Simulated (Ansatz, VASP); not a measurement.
## Two plane-wave programs on SnTe

```
Te Sn
1.0
     0.00000    3.21265    3.21265
     3.21265    0.00000    3.21265
     3.21265    3.21265    0.00000
Te Sn
1 1
Direct
  0.50000 0.50000 0.50000
  0.00000 0.00000 0.00000
```

Alike in both runs: task single point; functional BLYP; dispersion D4; k mesh 7 × 7 × 7; occupations fermi-dirac, width 0.05 eV; no spin polarisation.

|  | VASP | Ansatz |
| --- | --- | --- |
| version | VASP 6.6.1 | Ansatz 0.2.0 |
| potentials or method | VASP PAW PBE potentials, release 64 (Te, Sn_d) | Ansatz PAW |
| plane-wave cutoff (eV) | 520 | 420 |
| valence electrons in the cell | 20 | 30 |

|  | VASP | Ansatz | Ansatz less VASP |
| --- | --- | --- | --- |
| pressure (GPa) | -0.4 | -0.5 | -0.07 |

VASP's potentials were made for PBE, not for BLYP. VASP's potentials hold 20 valence electrons a cell and Ansatz's 30, so a difference there can come from the potentials and not from the codes.

Spin-orbit coupling is off throughout.
